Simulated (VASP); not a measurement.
A run of VASP 6.6.1:

INCAR

```
SYSTEM = Be
  ALGO = Normal
  EDIFF = 1E-6
  ENCUT = 520
  GGA = PS
  ISIF = 2
  ISMEAR = -1
  LASPH = .True.
  LCHARG = .False.
  LREAL = .False.
  LWAVE = .False.
  NBANDS = 9
  NELM = 80
  PREC = Accurate
  SIGMA = 0.05
```

File KPOINTS:

```
k-points
0
Gamma
  21 21 11
  0 0 0
```

The input POSCAR:

```
Be
1.0
    2.2647826536      0.0000000000      0.0000000000
   -1.1323913268      1.9613593121      0.0000000000
    0.0000000000      0.0000000000      3.5741024600
Be
2
Direct
    0.3333333333      0.6666666667      0.7500000000
    0.6666666667      0.3333333333      0.2500000000
```

Potentials or basis: VASP PAW PBE potentials, release 64 (Be).

Run with:

```sh
$ cat potpaw_PBE.64/Be/POTCAR > POTCAR
$ mpirun -np 1 vasp_std > vasp.out
```

Hardware: 1 thread of AMD EPYC 7R13, on a shared host.

Problem. Estimate the wall time of this run.

Solution. It took 36 s on 1 thread of AMD EPYC 7R13, with other jobs on the host, peak memory 0.12 GiB. Counts: scf iterations 9, k points 288.
